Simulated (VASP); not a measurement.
Here is a VASP 6.6.1 calculation.

INCAR

```
PREC = Accurate
ENCUT = 600
EDIFF = 1E-6
ISMEAR = 0
SIGMA = 0.1
LREAL = F
LASPH = T
NELM = 120
ALGO = Normal
ISIF = 2
LWAVE = F
LCHARG = F
GGA = PE
NBANDS = 12
GGA_COMPAT = F
```

File KPOINTS:

```
Automatic mesh
0
Gamma
  6 6 6
```

POSCAR

```
CO
1.0
    0.0000000000      2.3004564749      2.3004564749
    2.3004564749      0.0000000000      2.3004564749
    2.3004564749      2.3004564749      0.0000000000
C O
1 1
Direct
    0.0000000000      0.0000000000      0.0000000000
    0.5000000000      0.5000000000      0.5000000000
```

Potentials or basis: VASP PAW PBE potentials, release 64 (C, O).

The run is started by

```sh
$ cat potpaw_PBE.64/C/POTCAR potpaw_PBE.64/O/POTCAR > POTCAR
$ mpirun -np 1 vasp_std > vasp.out
```

Problem. Estimate the band gap on the k mesh.

Solution. 0.04 eV.

Problem. Predict the pressure.

Solution. -31.0 GPa.

Caveat: the cell stands under tension. A k mesh can miss the band edges.
